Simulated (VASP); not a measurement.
# MgO (Cmcm) in VASP: further runs, part 3 of 3

VASP 6.6.1.

### 6 Single point, PBEsol (mode 5 frozen in at -0.024 Å, strain +e along z and -e/2 along x and y +0.0700)

The input, INCAR:

```
ALGO = Normal
EDIFF = 1E-7
ENCUT = 520
GGA = PS
ISIF = 2
ISMEAR = 0
LASPH = True
LCHARG = True
LELF = True
LREAL = False
LVHAR = True
LWAVE = False
NBANDS = 16
NELM = 100
PREC = Accurate
SIGMA = 0.05
```

The input, KPOINTS:

```
k-points
0
Gamma
  9 9 6
```

The input, POSCAR:

```
MgO
1.0
    3.3724495628      0.0000000000      0.0000000000
   -1.6862247814      2.9206269943      0.0000000000
    0.0000000000      0.0000000000      4.4883431560
Mg O
2 2
Direct
    0.6626356829      0.3252713658      0.7500000000
    0.3373643171      0.6747286342      0.2500000000
    0.6696346346      0.3392692692      0.2500000000
    0.3303653654      0.6607307308      0.7500000000
```

Potentials or basis: VASP PAW PBE potentials, release 64 (Mg, O).

Command:

```sh
cat potpaw_PBE.64/Mg/POTCAR potpaw_PBE.64/O/POTCAR > POTCAR
mpirun -np 1 vasp_std > vasp.out
```

OUTCAR:

```text
EDIFF = 1E-7
   ENCUT = 520
   GGA = PS
   ISIF = 2
   ISMEAR = 0
   LASPH = True
   LREAL = False
   NELM = 100
   PREC = Accurate

 ion  position               nearest neighbor table
   1  0.663  0.325  0.750-   4 1.94   4 1.95   4 1.95   3 2.24   3 2.24   2 2.94   2 2.94   2 2.99
                             2 2.99   2 2.99   2 2.99
   2  0.337  0.675  0.250-   3 1.94   3 1.95   3 1.95   4 2.24   4 2.24   1 2.94   1 2.94   1 2.99
                             1 2.99   1 2.99   1 2.99
   3  0.670  0.339  0.250-   2 1.94   2 1.95   2 1.95   1 2.24   1 2.24
   4  0.330  0.661  0.750-   1 1.94   1 1.95   1 1.95   2 2.24   2 2.24

  LATTYP: Found a hexagonal cell.
 ALAT       =     3.3724495628
 C/A-ratio  =     1.3308851837

  Lattice vectors:

 A1 = (   3.3724495628,   0.0000000000,   0.0000000000)
 A2 = (  -1.6862247814,   2.9206269943,   0.0000000000)
 A3 = (   0.0000000000,   0.0000000000,   4.4883431560)

Analysis of symmetry for initial positions (statically):
=====================================================================
 Subroutine PRICEL returns:
 Original cell was already a primitive cell.

 Routine SETGRP: Setting up the symmetry group for a
 hexagonal supercell.

 Subroutine GETGRP returns: Found  8 space group operations
 (whereof  4 operations were pure point group operations)
 out of a pool of 24 trial point group operations.

The static configuration has the point symmetry C_2h.
 The point group associated with its full space group is D_2h.

Analysis of symmetry for dynamics (positions and initial velocities):
=====================================================================
 Subroutine PRICEL returns:
 Original cell was already a primitive cell.

 Routine SETGRP: Setting up the symmetry group for a
 hexagonal supercell.

[... 122 lines left out ...]
   EMIN   =  10.00;   EMAX   =-10.00  energy-range for DOS
   EFERMI =   0.00;   METHOD = LEGACY
   ISMEAR =     0;   SIGMA  =   0.05  broadening in eV -4-tet -1-fermi 0-gaus
   EFERMI_NEDOS =   21; number of points for ismear=-14 and -15
   IALGO  =     38    algorithm
   IMIX   =      4    mixing-type and parameters
     AMIX     =   0.40;   BMIX     =  1.00
     AMIX_MAG =   1.60;   BMIX_MAG =  1.00
  volume/ion in A,a.u.               =      11.05        74.58
  Fermi-wavevector in a.u.,A,eV,Ry     =   1.166664  2.204674 18.518941  1.361104
  Thomas-Fermi vector in A             =   2.303174
   LORBIT       =      0    0 simple, 1 ext, 2 COOP (PROOUT), +10 PAW based schemes
   GGA     = PS    functional components
   LHFCALC =     F    Hartree Fock is set to
   AEXX    =    0.0000 exact exchange contribution
   IVDW    =     0    specifies the selected vdW correction
   LEPSILON=     F    determine dielectric tensor
   LRPA    =     F    only Hartree local field effects (RPA)
 non-spin polarized calculation
 Gauss-broadening in eV      SIGMA  =   0.05
  energy-cutoff  :      520.00
  volume of cell :       44.21
 maximum number of plane-waves:      1217
 NGX is ok and might be reduce to    28

 number of electron      15.9999999 magnetization

 Free energy of the ion-electron system (eV)
  ---------------------------------------------------
  ext. energy  EPLUGINS =         0.00000000
  ---------------------------------------------------
  free energy    TOTEN  =       -24.59622213 eV

  energy without entropy =      -24.59622213  energy(sigma->0) =      -24.59622213

 E-fermi :   2.2466     XC(G=0): -10.3043

 val. band max:        1.9710047426   @ k =   0.0000   0.0000   0.0000
 cond. band min:       5.1462547044   @ k =   0.0000   0.0000   0.0000
 fundamental gap:      3.1752499617
 Fermi energy:         2.2465516500

 k-point     1 :       0.0000    0.0000    0.0000
  band No.  band energies     occupation
      1     -14.9670      2.00000
      2     -13.7457      2.00000
      3      -1.9820      2.00000
      4       0.2652      2.00000
      5       0.2866      2.00000
      6       0.9120      2.00000
[... 433 lines left out ...]
      3      -1.6845      2.00000
      4      -0.5817      2.00000
      5      -0.3136      2.00000
      6      -0.2925      2.00000
[... 8 lines left out ...]
     15      15.2236      0.00000
     16      17.4153      0.00000

 [... further k-points ...]
[... 5 lines left out ...]
  --------------------------------------------------------------------------------------
  -------------------------------------------------------------------------------------
  Total        1.9683622      2.1908850     -2.2834948      0.0000000      0.0000000      0.0000000
  in kB       71.3358726     79.4003736    -82.7566690      0.0000000      0.0000000      0.0000000
  external PRESSURE =      22.6598591 kB  Pullay stress =       0.0000000 kB

 VOLUME and BASIS-vectors are now :
 -----------------------------------------------------------------------------
  energy-cutoff  :      520.00
  volume of cell :       44.21
      direct lattice vectors                 reciprocal lattice vectors
     3.372449563  0.000000000  0.000000000     0.296520372  0.171196117  0.000000000
    -1.686224781  2.920626994  0.000000000     0.000000000  0.342392234  0.000000000
     0.000000000  0.000000000  4.488343156     0.000000000  0.000000000  0.222799364

 POSITION                                       TOTAL-FORCE (eV/Angst)
 -----------------------------------------------------------------------------------
      1.68622      0.95000      3.36626         0.000000      0.184789      0.000000
     -0.00000      1.97063      1.12209        -0.000000     -0.184789      0.000000
      1.68622      0.99088      1.12209         0.000000     -0.035456      0.000000
      0.00000      1.92975      3.36626        -0.000000      0.035456     -0.000000
 -----------------------------------------------------------------------------------
    total drift:                                0.000000      0.000000     -0.000000

  FREE ENERGIE OF THE ION-ELECTRON SYSTEM (eV)
  ---------------------------------------------------
  free  energy   TOTEN  =       -24.5962221301 eV

  energy  without entropy=      -24.5962221301  energy(sigma->0) =      -24.59622213
```

OSZICAR:

```text
N       E                     dE             d eps       ncg     rms          rms(c)
DAV:   1     0.598546517652E+02    0.59855E+02   -0.75177E+03  3208   0.888E+02
DAV:   2    -0.245095413846E+02   -0.84364E+02   -0.77180E+02  4480   0.195E+02
DAV:   3    -0.282420692399E+02   -0.37325E+01   -0.37211E+01  3536   0.426E+01
DAV:   4    -0.282570763924E+02   -0.15007E-01   -0.15007E-01  3808   0.312E+00
DAV:   5    -0.282571484277E+02   -0.72035E-04   -0.72035E-04  3560   0.208E-01    0.106E+01
DAV:   6    -0.246959921945E+02    0.35612E+01   -0.93116E+00  3224   0.236E+01    0.356E+00
DAV:   7    -0.246297233992E+02    0.66269E-01   -0.14791E-01  3240   0.310E+00    0.208E+00
DAV:   8    -0.245980885878E+02    0.31635E-01   -0.83428E-02  3440   0.309E+00    0.477E-01
DAV:   9    -0.245958291034E+02    0.22595E-02   -0.43430E-03  3920   0.590E-01    0.123E-01
DAV:  10    -0.245962179108E+02   -0.38881E-03   -0.35515E-04  3248   0.138E-01    0.125E-02
DAV:  11    -0.245962227795E+02   -0.48687E-05   -0.17515E-05  3864   0.283E-02    0.115E-02
DAV:  12    -0.245962221676E+02    0.61196E-06   -0.26280E-06  3248   0.130E-02    0.184E-03
DAV:  13    -0.245962221301E+02    0.37453E-07   -0.92120E-08  2880   0.254E-03
   1 F= -.24596222E+02 E0= -.24596222E+02  d E =-.375012E-17
```

Wall time 27 s (1 thread of Intel Xeon 6975P-C (Granite Rapids), shared host); peak memory 0.21 GiB.

What came out:

| Item | Value |
| --- | --- |
| Free energy | -24.5962 eV |
| Pressure | 2.3 GPa |
| Largest force | 0.185 eV/Å |
| Band gap on the k mesh | 3.18 eV, direct |

Forces in eV/Å, atoms in the order of the input:
```
Mg   0.000  0.185  0.000
Mg   0.000 -0.185  0.000
O    0.000 -0.035  0.000
O    0.000  0.035  0.000
```

Levels at points of the mesh, in eV from the valence-band top:
```
           k point  band 5  band 6  band 7  band 8  band 9  band 10  band 11  band 12
(0.00, 0.00, 0.00)   -1.68   -1.06   -1.00    0.00    3.18     9.00    11.07    12.96
(0.00, 0.00, 0.50)   -1.38   -1.38   -1.36   -1.36    6.14     6.14    13.40    13.40
```

Caveat: the cell differs from its parent crystal (mode 5 frozen in at -0.024 Å, strain +e along z and -e/2 along x and y +0.0700); the PAW data sets were made with another functional, which shifts forces and pressure a little.

### 7 Overview

```tsv
cell	gap on the mesh (eV)	pressure (GPa)	largest force (eV/Å)
a = 3.617, b = 3.617, c = 3.901 Å, angles 90.0, 90.0, 120.0°, 4 atoms	3.39	4.1	0.38
a = 3.454, b = 3.454, c = 4.292 Å, angles 90.0, 90.0, 120.0°, 4 atoms	3.22	-0.2	0.19
a = 3.372, b = 3.372, c = 4.488 Å, angles 90.0, 90.0, 120.0°, 4 atoms	3.18	2.3	0.18
```

Some of these runs hold the atoms at other places in the same cell, which the table doesn't show; runs alike in all that it shows share one row.

Alike in all rows: task single point; level PBEsol; potentials or basis VASP PAW PBE potentials, release 64 (Mg, O); no spin polarisation; k mesh 9 × 9 × 6; cutoff (eV) 520; smearing gaussian 0.05 eV.

Caveats: the PAW data sets were made with another functional, which shifts forces and pressure a little.

Total energies depend on the potentials used, so only differences within one code and one set of settings carry meaning.
